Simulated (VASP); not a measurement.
A run of VASP 6.6.1 is set up as follows.

The input INCAR:

```
SYSTEM = TiAl
PREC = Accurate ; ENCUT = 600
EDIFF = 1E-7 ; ISMEAR = 0
SIGMA = 0.1 ; LREAL = .False.
LASPH = .True. ; NELM = 60
ALGO = Normal ; ISIF = 3
LWAVE = .False. ; LCHARG = .False.
GGA = PE ; IBRION = 2
NSW = 90 ; EDIFFG = -0.04
```

Contents of KPOINTS:

```
Automatic mesh
0
Gamma
  6 6 4
  0 0 0
```

Contents of POSCAR:

```
TiAl
1.0
    2.2684859100     -2.2941453800      0.0000000000
    2.2684859100      2.2941453800      0.0000000000
    0.0000000000      0.0000000000      6.8075546000
Ti Al
2 2
Direct
    0.0000000000      0.0000000000      0.3477057500
    0.0000000000      0.0000000000      0.6522942500
    0.5000000000      0.5000000000      0.0000000000
    0.0000000000      0.0000000000      0.0000000000
```

Potentials or basis: VASP PAW PBE potentials, release 64 (Ti_sv, Al).

The run is started by

```console
$ cat potpaw_PBE.64/Ti_sv/POTCAR potpaw_PBE.64/Al/POTCAR > POTCAR
$ mpirun -np 1 vasp_std > vasp.out
```

**Question.** Estimate the relaxed volume.

**Answer.** 22.32 Å³/atom.

**Question.** Estimate the band gap on the k mesh.

**Answer.** Zero (bands 15 and 16 overlap by 1.46 eV).

**Question.** Estimate the space group after relaxing (to 0.1 Å).

**Answer.** P4/mmm (No. 123).

**Question.** Estimate the relaxed cell.

**Answer.** a = 3.555 Å, b = 3.555 Å, c = 7.066 Å, α = 90.00°, β = 90.00°, γ = 89.95°.

The path:
```csv
step,energy change (eV),largest force (eV/Å),pressure (GPa),volume (Å³)
1,0.0000,0.0971,18.85,70.86
2,-0.8479,0.4000,-3.05,94.42
3,-0.9002,0.3205,0.02,88.64
4,-0.9003,0.3258,-0.21,89.02
5,-0.9203,0.3458,-0.15,88.96
6,-0.9349,0.1848,0.82,88.71
7,-0.9390,0.4081,-0.07,88.88
8,-0.9478,0.2613,0.22,88.80
9,-0.9457,0.4270,0.35,89.29
10,-0.9515,0.0301,0.23,89.02
11,-0.9518,0.0338,-0.25,89.54
12,-0.9527,0.0090,-0.03,89.30
```

Caveat: the volume moved by over 15 % at a fixed basis, so the end points are rough; atoms lie so close that the PAW spheres overlap strongly, which falsifies energies and pressures.
